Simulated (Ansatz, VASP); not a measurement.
# One calculation of HC18, two programs

```xyz
19
Lattice="7.3980 0.0000 0.0000 -3.6990 6.4069 0.0000 0.0000 0.0000 11.0000" Properties=species:S:1:pos:R:3 pbc="T T T"
C    -0.0060    0.0067    1.0011
C     1.2238    0.6906    0.9611
C    -1.2349    2.1093    0.9280
C    -0.0060    2.8188    0.9227
C    -2.4414    4.2248    1.0011
C    -1.2342    4.9478    0.9610
C     2.4579   -0.0300    0.9697
C     3.6930    0.6831    0.9650
C     1.2229    2.1093    0.9280
C     2.4520    2.8179    0.9611
C    -0.0060    4.2378    0.9279
C     1.2223    4.9478    0.9609
C     4.9281   -0.0299    0.9698
C     6.1622    0.6906    0.9613
C     3.6930    2.1093    0.9699
C     4.9340    2.8178    0.9613
C     2.4293    4.2248    1.0009
C     3.6930    4.9544    1.2351
H     3.6927    4.9541    2.3641
```

Alike in both runs: functional PBE; k mesh 2 × 2 × 1; occupations gaussian, width 0.02 eV; collinear spin.

Ansatz relaxed the structure, and its values are those at the end. VASP's run is a single point on that final structure, the one shown.

|  | VASP | Ansatz |
| --- | --- | --- |
| version | VASP 6.6.1 | Ansatz 0.2.0 |
| potentials or method | VASP PAW PBE potentials, release 64 (C, H), cutoff 520 eV | scalar-relativistic, plane waves, PAW |
| valence electrons in the cell | 73 | 73 |

```csv
,VASP,Ansatz,Ansatz less VASP
rms of the force components (eV/Å),0.006,0.002,-0.0046
net moment per atom (μB),0.00,0.00,0.000
```

The functional is the same, so the differences come from potentials, cutoffs and numerics. Ansatz's warnings: filled band counts differ across k points, seeded moment not kept.

The k mesh is coarse, so the values compare programs but aren't converged.
